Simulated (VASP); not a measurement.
A run of VASP 6.6.1 is set up as follows.

The input POSCAR:

```
SiGe
1.0
    3.9044512986      0.0000000000      0.0000000000
   -1.9522256493      3.3813540124      0.0000000000
    0.0000000000      0.0000000000      6.4507830000
Si Ge
2 2
Direct
    0.6666666667      0.3333333333      0.7970970295
    0.3333333333      0.6666666667      0.2970970295
    0.6666666667      0.3333333333      0.5003920000
    0.3333333333      0.6666666667      0.0003920000
```

INCAR.step1

```
SYSTEM = SiGe
PREC = Accurate ; ENCUT = 520
ISMEAR = 0 ; SIGMA = 0.05
LREAL = .False. ; LASPH = .True.
NELM = 100 ; NBANDS = 26
GGA = PE ; ALGO = Normal
EDIFF = 1E-4 ; LWAVE = .True.
LCHARG = .False.
```

Contents of INCAR.step2:

```
SYSTEM = SiGe
PREC = Accurate ; ENCUT = 520
EDIFF = 1E-6 ; ISMEAR = 0
SIGMA = 0.05 ; LREAL = .False.
LASPH = .True. ; NELM = 100
ALGO = Normal ; ISIF = 2
LWAVE = .False. ; LCHARG = .False.
METAGGA = R2SCAN ; LMIXTAU = .True.
NBANDS = 26 ; ISTART = 1
```

KPOINTS

```
regular mesh
0
Gamma
  12 12 4
  0 0 0
```

Potentials or basis: VASP PAW PBE potentials, release 64 (Si, Ge_d).

Launch:

```sh
$ cat potpaw_PBE.64/Si/POTCAR potpaw_PBE.64/Ge_d/POTCAR > POTCAR
$ cp INCAR.step1 INCAR
$ mpirun -np 1 vasp_std > vasp.out
$ cp INCAR.step2 INCAR
$ mpirun -np 1 vasp_std > vasp.out
```

Q: Estimate the band gap on the k mesh.

A: Zero (bands 18 and 19 overlap by 1.56 eV).

Q: Predict the largest force.

A: 11.626 eV/Å.

Q: Predict the pressure.

A: 13.5 GPa.

Forces on the atoms (eV/Å):
```
Si    0.000   0.000  11.626
Si    0.000   0.000  11.626
Ge    0.000   0.000 -11.626
Ge    0.000   0.000 -11.626
```

Caveat: the cell differs from its parent crystal (all Si atoms moved -0.500 Å, as atom 1 along Cartesian [0 0 1]); the cell stands under pressure; the PAW data sets were made with another functional, which shifts forces and pressure a little.
